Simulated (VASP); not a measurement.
# NaI (Fm-3m) in VASP: notebook

NaI is run at these levels: PBEsol; tasks: single point.

Program: VASP 6.6.1. These are calculated values, not measurements. Logs are shortened: lines on timing, memory, paths and dates and some standing lists are left out, and cuts for length are marked.

### 1 The cell of the first run

Symmetry: Fm-3m, No. 225, cubic system. Conventional cell: a = 6.207 Å, b = 6.207 Å, c = 6.207 Å, α = 90.00°, β = 90.00°, γ = 90.00°. Na (site symmetry m-3m) has 6 I at 3.10 Å within 4.1 Å. I (site symmetry m-3m) has 6 Na at 3.10 Å within 4.1 Å.

### 2 Single point, PBEsol

Contents of INCAR:

```
SYSTEM = NaI
ALGO = Normal ; EDIFF = 1E-7
ENCUT = 520 ; GGA = PS
ISIF = 2 ; ISMEAR = 0
LASPH = .TRUE. ; LCHARG = .FALSE.
LREAL = .FALSE. ; LWAVE = .FALSE.
NBANDS = 14 ; NELM = 100
PREC = Accurate ; SIGMA = 0.01
```

Contents of KPOINTS:

```
k-points
0
G
  8 8 8
  0 0 0
```

Contents of POSCAR:

```
NaI
1.0
    0.0000000000      3.1033647167      3.1033647167
    3.1033647167      0.0000000000      3.1033647167
    3.1033647167      3.1033647167      0.0000000000
Na I
1 1
Direct
    0.0000000000      0.0000000000      0.0000000000
    0.5000000000      0.5000000000      0.5000000000
```

Potentials or basis: VASP PAW PBE potentials, release 64 (Na_pv, I).

The run is started by

```sh
$ cat potpaw_PBE.64/Na_pv/POTCAR potpaw_PBE.64/I/POTCAR > POTCAR
$ mpirun -np 1 vasp_std > vasp.out
```

OUTCAR:

```text
SYSTEM = NaI
   EDIFF = 1E-7
   ENCUT = 520
   GGA = PS
   ISIF = 2
   ISMEAR = 0
   LASPH = .TRUE.
   LREAL = .FALSE.
   NELM = 100
   PREC = Accurate

 ion  position               nearest neighbor table
   1  0.000  0.000  0.000-   2 3.10   2 3.10   2 3.10   2 3.10   2 3.10   2 3.10
   2  0.500  0.500  0.500-   1 3.10   1 3.10   1 3.10   1 3.10   1 3.10   1 3.10

  LATTYP: Found a face centered cubic cell.
 ALAT       =     6.2067294334

  Lattice vectors:

 A1 = (   0.0000000000,   3.1033647167,   3.1033647167)
 A2 = (   3.1033647167,   0.0000000000,   3.1033647167)
 A3 = (   3.1033647167,   3.1033647167,   0.0000000000)

Analysis of symmetry for initial positions (statically):
=====================================================================
 Subroutine PRICEL returns:
 Original cell was already a primitive cell.

 Routine SETGRP: Setting up the symmetry group for a
 face centered cubic supercell.

 Subroutine GETGRP returns: Found 48 space group operations
 (whereof 48 operations were pure point group operations)
 out of a pool of 48 trial point group operations.

The static configuration has the point symmetry O_h .

Analysis of symmetry for dynamics (positions and initial velocities):
=====================================================================
 Subroutine PRICEL returns:
 Original cell was already a primitive cell.

 Routine SETGRP: Setting up the symmetry group for a
 face centered cubic supercell.

 Subroutine GETGRP returns: Found 48 space group operations
 (whereof 48 operations were pure point group operations)
 out of a pool of 48 trial point group operations.

The dynamic configuration has the point symmetry O_h .

 Subroutine INISYM returns: Found 48 space group operations
 (whereof 48 operations are pure point group operations),
 and found     1 'primitive' translations

----------------------------------------------------------------------------------------

                                     Primitive cell

  volume of cell :      59.7762

  direct lattice vectors                    reciprocal lattice vectors
     0.000000000  3.103364717  3.103364717    -0.161115449  0.161115449  0.161115449
     3.103364717  0.000000000  3.103364717     0.161115449 -0.161115449  0.161115449
     3.103364717  3.103364717  0.000000000     0.161115449  0.161115449 -0.161115449

  length of vectors
     4.388820471  4.388820471  4.388820471     0.279060144  0.279060144  0.279060144

  position of ions in fractional coordinates (direct lattice)
     0.000000000  0.000000000  0.000000000
     0.500000000  0.500000000  0.500000000

  ion indices of the primitive-cell ions
   primitive index   ion index
                 1           1
                 2           2

----------------------------------------------------------------------------------------

 KPOINTS: k-points

Automatic generation of k-mesh.
 Grid dimensions read from file:
 generate k-points for:    8    8    8

 Generating k-lattice:

  Cartesian coordinates                     Fractional coordinates (reciprocal lattice)
    -0.020139431  0.020139431  0.020139431     0.125000000  0.000000000  0.000000000
     0.020139431 -0.020139431  0.020139431     0.000000000  0.125000000  0.000000000
     0.020139431  0.020139431 -0.020139431     0.000000000  0.000000000  0.125000000

  Length of vectors
     0.034882518  0.034882518  0.034882518

  Shift w.r.t. Gamma in fractional coordinates (k-lattice)
     0.000000000  0.000000000  0.000000000

 Subroutine IBZKPT returns following result:
 ===========================================

 Found     29 irreducible k-points:

 Following reciprocal coordinates:
            Coordinates               Weight
  0.000000  0.000000  0.000000      1.000000
  0.125000  0.000000  0.000000      8.000000
  0.250000  0.000000  0.000000      8.000000
  0.375000  0.000000  0.000000      8.000000
  0.500000  0.000000  0.000000      4.000000
  0.125000  0.125000  0.000000      6.000000
[... 16 lines left out ...]
  0.500000  0.250000  0.125000     48.000000
 -0.375000  0.250000  0.125000     24.000000
 [... further k-points ...]
   k-points           NKPTS =     29   k-points in BZ     NKDIM =     29   number of bands    NBANDS=     14
   number of dos      NEDOS =    301   number of ions     NIONS =      2
   total plane-waves  NPLWV =  46656
   dimension x,y,z NGX =    36 NGY =   36 NGZ =   36
   dimension x,y,z NGXF=    72 NGYF=   72 NGZF=   72
   ions per type =               1   1
   NGX,Y,Z   is equivalent  to a cutoff of  13.64, 13.64, 13.64 a.u.
   NGXF,Y,Z  is equivalent  to a cutoff of  27.27, 27.27, 27.27 a.u.
 SYSTEM =  NaI
   PREC   = accura    normal or accurate (medium, high low for compatibility)
   ISTART =      0    job   : 0-new  1-cont  2-samecut
   ICHARG =      2    charge: 1-file 2-atom 10-const
   ISPIN  =      1    spin polarized calculation?
   LNONCOLLINEAR =      F non collinear calculations
   LSORBIT =      F    spin-orbit coupling
   LASPH  =      T    aspherical Exc in radial PAW
   ENCUT  =  520.0 eV  38.22 Ry    6.18 a.u.   8.16  8.16  8.16*2*pi/ulx,y,z
   NELM   =    100;   NELMIN=  2; NELMDL= -5     # of ELM steps
   EDIFF  = 0.1E-06   stopping-criterion for ELM
   LREAL  =      F    real-space projection
   EDIFFG = 0.1E-05   stopping-criterion for IOM
   NSW    =      0    number of steps for IOM
   IBRION =     -1    ionic relax: 0-MD 1-quasi-New 2-CG
   NFREE  =      0    steps in history (QN), initial steepest desc. (CG)
   ISIF   =      2    stress and relaxation
   ISYM   =      2    0-nonsym 1-usesym 2-fastsym
   POTIM  = 0.5000    time-step for ionic-motion
   TEBEG  =    0.0;   TEEND  =   0.0 temperature during run
   PSTRESS=    0.0 pullay stress
   NELECT =      14.0000    total number of electrons
   NUPDOWN=      -1.0000    fix difference up-down
   EMIN   =  10.00;   EMAX   =-10.00  energy-range for DOS
   EFERMI =   0.00;   METHOD = LEGACY
   ISMEAR =     0;   SIGMA  =   0.01  broadening in eV -4-tet -1-fermi 0-gaus
   EFERMI_NEDOS =   21; number of points for ismear=-14 and -15
   IALGO  =     38    algorithm
   IMIX   =      4    mixing-type and parameters
     AMIX     =   0.40;   BMIX     =  1.00
     AMIX_MAG =   1.60;   BMIX_MAG =  1.00
  volume/ion in A,a.u.               =      29.89       201.69
  Fermi-wavevector in a.u.,A,eV,Ry     =   1.009117  1.906954 13.855035  1.018316
  Thomas-Fermi vector in A             =   2.142025
   LORBIT       =      0    0 simple, 1 ext, 2 COOP (PROOUT), +10 PAW based schemes
   GGA     = PS    functional components
   LHFCALC =     F    Hartree Fock is set to
   AEXX    =    0.0000 exact exchange contribution
   IVDW    =     0    specifies the selected vdW correction
   LEPSILON=     F    determine dielectric tensor
   LRPA    =     F    only Hartree local field effects (RPA)
 non-spin polarized calculation
 Gauss-broadening in eV      SIGMA  =   0.01
  energy-cutoff  :      520.00
  volume of cell :       59.78
 maximum number of plane-waves:      1639
 NGX is ok and might be reduce to    36
   NGX = 17   NGY = 17   NGZ = 17

 number of electron      13.9999998 magnetization

 Free energy of the ion-electron system (eV)
  ---------------------------------------------------
  ext. energy  EPLUGINS =         0.00000000
  ---------------------------------------------------
  free energy    TOTEN  =        -5.63458461 eV

  energy without entropy =       -5.63458461  energy(sigma->0) =       -5.63458461

 E-fermi :   1.8206     XC(G=0):  -8.3690

 val. band max:        1.6653345735   @ k =   0.0000   0.0000   0.0000
 cond. band min:       5.5290461364   @ k =   0.0000   0.0000   0.0000
 fundamental gap:      3.8637115629
 Fermi energy:         1.8206194877

 k-point     1 :       0.0000    0.0000    0.0000
  band No.  band energies     occupation
      1     -20.4788      2.00000
      2     -20.4788      2.00000
      3     -20.4788      2.00000
      4      -9.7619      2.00000
      5       1.6653      2.00000
      6       1.6653      2.00000
      7       1.6653      2.00000
      8       5.5290      0.00000
      9       9.4875      0.00000
     10       9.4875      0.00000
     11       9.4875      0.00000
     12      11.5779      0.00000
     13      11.5779      0.00000
     14      11.9585      0.00000

 k-point     2 :       0.1250    0.0000    0.0000
  band No.  band energies     occupation
      1     -20.4804      2.00000
      2     -20.4789      2.00000
      3     -20.4789      2.00000
      4      -9.7004      2.00000
      5       1.0846      2.00000
      6       1.6051      2.00000
      7       1.6051      2.00000
      8       6.1149      0.00000
      9       9.1148      0.00000
     10       9.6723      0.00000
     11       9.6723      0.00000
     12      11.1447      0.00000
     13      11.1447      0.00000
     14      12.7569      0.00000

 k-point     3 :       0.2500    0.0000    0.0000
  band No.  band energies     occupation
      1     -20.4842      2.00000
      2     -20.4791      2.00000
      3     -20.4791      2.00000
      4      -9.5441      2.00000
      5       0.0566      2.00000
      6       1.4678      2.00000
      7       1.4678      2.00000
      8       6.7490      0.00000
      9       9.3627      0.00000
     10       9.6410      0.00000
     11       9.6410      0.00000
     12      11.3410      0.00000
     13      11.3410      0.00000
     14      12.3957      0.00000

 k-point     4 :       0.3750    0.0000    0.0000
  band No.  band energies     occupation
      1     -20.4880      2.00000
      2     -20.4793      2.00000
      3     -20.4793      2.00000
      4      -9.3751      2.00000
      5      -0.7479      2.00000
      6       1.3406      2.00000
      7       1.3406      2.00000
      8       6.7046      0.00000
      9       9.2767      0.00000
     10       9.2767      0.00000
     11      10.6881      0.00000
     12      11.9369      0.00000
     13      12.6598      0.00000
     14      12.6598      0.00000

 k-point     5 :       0.5000    0.0000    0.0000
  band No.  band energies     occupation
      1     -20.4896      2.00000
      2     -20.4793      2.00000
      3     -20.4793      2.00000
      4      -9.3008      2.00000
      5      -1.0472      2.00000
      6       1.2904      2.00000
      7       1.2904      2.00000
      8       6.6266      0.00000
      9       9.1259      0.00000
     10       9.1259      0.00000
     11      11.2950      0.00000
[... 276 lines left out ...]
 k-point    22 :       0.3750    0.2500    0.1250
  band No.  band energies     occupation
      1     -20.4847      2.00000
      2     -20.4809      2.00000
      3     -20.4795      2.00000
      4      -9.4321      2.00000
      5      -0.1266      2.00000
      6       0.9005      2.00000
      7       1.2806      2.00000
      8       7.7094      0.00000
      9       8.2051      0.00000
     10       8.8779      0.00000
     11      10.6625      0.00000
     12      10.9931      0.00000
     13      13.2160      0.00000
     14      14.6362      0.00000

 k-point    23 :       0.5000    0.2500    0.1250
  band No.  band energies     occupation
      1     -20.4867      2.00000
      2     -20.4817      2.00000
      3     -20.4799      2.00000
      4      -9.2989      2.00000
      5      -0.5463      2.00000
      6       0.5837      2.00000
      7       1.1148      2.00000
      8       7.7922      0.00000
      9       8.3299      0.00000
     10       9.1760      0.00000
     11      10.4051      0.00000
     12      12.1930      0.00000
     13      14.0613      0.00000
     14      14.4400      0.00000

 k-point    24 :      -0.3750    0.2500    0.1250
  band No.  band energies     occupation
      1     -20.4875      2.00000
      2     -20.4818      2.00000
      3     -20.4802      2.00000
      4      -9.2412      2.00000
      5      -0.7226      2.00000
      6       0.4849      2.00000
      7       1.0306      2.00000
      8       7.8044      0.00000
      9       8.0703      0.00000
     10      10.1149      0.00000
     11      10.2922      0.00000
     12      12.3993      0.00000
     13      13.6642      0.00000
     14      14.6778      0.00000

 [... further k-points ...]
[... 5 lines left out ...]
  --------------------------------------------------------------------------------------
  -------------------------------------------------------------------------------------
  Total        0.7663073      0.7663073      0.7663073      0.0000000      0.0000000      0.0000000
  in kB       20.5392749     20.5392749     20.5392749      0.0000000      0.0000000      0.0000000
  external PRESSURE =      20.5392749 kB  Pullay stress =       0.0000000 kB

 VOLUME and BASIS-vectors are now :
 -----------------------------------------------------------------------------
  energy-cutoff  :      520.00
  volume of cell :       59.78
      direct lattice vectors                 reciprocal lattice vectors
     0.000000000  3.103364717  3.103364717    -0.161115449  0.161115449  0.161115449
     3.103364717  0.000000000  3.103364717     0.161115449 -0.161115449  0.161115449
     3.103364717  3.103364717  0.000000000     0.161115449  0.161115449 -0.161115449

 POSITION                                       TOTAL-FORCE (eV/Angst)
 -----------------------------------------------------------------------------------
      0.00000      0.00000      0.00000         0.000000     -0.000000     -0.000000
      3.10336      3.10336      3.10336        -0.000000      0.000000      0.000000
 -----------------------------------------------------------------------------------
    total drift:                                0.000000      0.000000      0.000000

  FREE ENERGIE OF THE ION-ELECTRON SYSTEM (eV)
  ---------------------------------------------------
  free  energy   TOTEN  =        -5.6345846135 eV

  energy  without entropy=       -5.6345846135  energy(sigma->0) =       -5.63458461
```

Wall time 26 s (1 thread of Intel Xeon Platinum 8259CL at 2.50GHz (Skylake/Cascade Lake), shared host); peak memory 0.2 GiB.

What came out:

```yaml
Free_energy: -5.6346 eV
Pressure: 2.1 GPa
Band_gap_on_the_k_mesh: 3.86 eV, direct
```

Levels at points of the mesh, in eV from the valence-band top:
| k point | band 3 | band 4 | band 5 | band 6 | band 7 | band 8 | band 9 | band 10 | band 11 | band 12 |
| --- | --- | --- | --- | --- | --- | --- | --- | --- | --- | --- |
| (0.00, 0.00, 0.00) | -22.14 | -11.43 | 0.00 | 0.00 | 0.00 | 3.86 | 7.82 | 7.82 | 7.82 | 9.91 |
| (0.50, 0.00, 0.00) | -22.14 | -10.97 | -2.71 | -0.37 | -0.37 | 4.96 | 7.46 | 7.46 | 9.63 | 10.46 |
| (0.50, 0.50, 0.00) | -22.15 | -10.86 | -2.39 | -0.95 | -0.95 | 4.51 | 5.16 | 10.55 | 11.96 | 11.96 |

Caveat: the PAW data sets were made with another functional, which shifts forces and pressure a little; spin-orbit coupling is left out, which moves the levels of the heavy elements. As with any semilocal functional, this PBEsol gap is likely too small.

### 3 Single point, PBEsol

This run uses another cell than the first one, of 31.09 Å³/atom, 1.040 times its volume.

Contents of INCAR:

```
SYSTEM = NaI
ALGO = Normal
EDIFF = 1E-6
ENCUT = 520
GGA = PS
ISIF = 2
ISMEAR = 0
LASPH = .True.
LCHARG = .True.
LELF = .True.
LREAL = .False.
LVHAR = .True.
LWAVE = .False.
NBANDS = 14
NELM = 60
PREC = Accurate
SIGMA = 0.01
```

Contents of KPOINTS:

```
k-points
0
Gamma
  8 8 8
  0 0 0
```

Contents of POSCAR:

```
NaI
1.0
    0.0000000000      3.1445027019      3.1445027019
    3.1445027019      0.0000000000      3.1445027019
    3.1445027019      3.1445027019      0.0000000000
Na I
1 1
Direct
    0.0000000000      0.0000000000      0.0000000000
    0.5000000000      0.5000000000      0.5000000000
```

Potentials or basis: VASP PAW PBE potentials, release 64 (Na_pv, I).

The run is started by

```sh
$ cat potpaw_PBE.64/Na_pv/POTCAR potpaw_PBE.64/I/POTCAR > POTCAR
$ mpirun -np 1 vasp_std > vasp.out
```

Run time: 26 s. Hardware: 1 thread of Intel Xeon Platinum 8259CL at 2.50GHz (Skylake/Cascade Lake), shared host; peak memory 0.2 GiB.

The run converged. Its results:

```yaml
Free_energy: -5.6581 eV
Pressure: 1.1 GPa
Band_gap_on_the_k_mesh: 3.74 eV, direct
```

Levels at points of the mesh, in eV from the valence-band top:
```csv
k point,band 4,band 5,band 6,band 7,band 8,band 9,band 10,band 11
"(0.00, 0.00, 0.00)",-11.30,0.00,0.00,0.00,3.74,7.84,7.84,7.84
"(0.50, 0.00, 0.00)",-10.89,-2.55,-0.34,-0.34,4.96,7.44,7.44,9.34
"(0.50, 0.50, 0.00)",-10.79,-2.24,-0.88,-0.88,4.49,5.25,10.28,11.72
```

Caveat: the PAW data sets were made with another functional, which shifts forces and pressure a little; spin-orbit coupling is left out, which moves the levels of the heavy elements. Expect the measured gap to be larger: semilocal functionals such as PBEsol lack the derivative discontinuity.
